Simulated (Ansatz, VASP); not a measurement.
# One calculation of K, two programs

```
K
1.0
     4.54751    0.00000    0.00000
     0.00000    4.31044    0.00000
     0.00000    0.00000    4.66605
K
1
Direct
  0.00000 0.00000 0.00000
```

Change from the starting cell: normal strain along x +0.0550, normal strain along z +0.0825.

Alike in both runs: task single point; functional r2SCAN; k mesh 10 × 10 × 10; occupations gaussian, width 0.15 eV; no spin polarisation.

|  | VASP | Ansatz |
| --- | --- | --- |
| version | VASP 6.6.1 | Ansatz 0.2.0 |
| potentials or method | VASP PAW PBE potentials, release 64 (K_sv), cutoff 520 eV | scalar-relativistic, plane waves, PAW |
| valence electrons in the cell | 9 | 9 |

```csv
,VASP,Ansatz,Ansatz less VASP
gap on the k mesh at the Fermi level (eV),none,none,-
pressure (GPa),-0.3,-0.3,+0.02
"traceless stress, the component that is largest in VASP (GPa)",0.35,0.35,-0.002
```

VASP's potentials were made for PBE, not for r2SCAN. A gap of «none» marks a metal or a gap that the smearing closes. With one functional, cell and mesh, what is left measures potentials, basis and numerics.
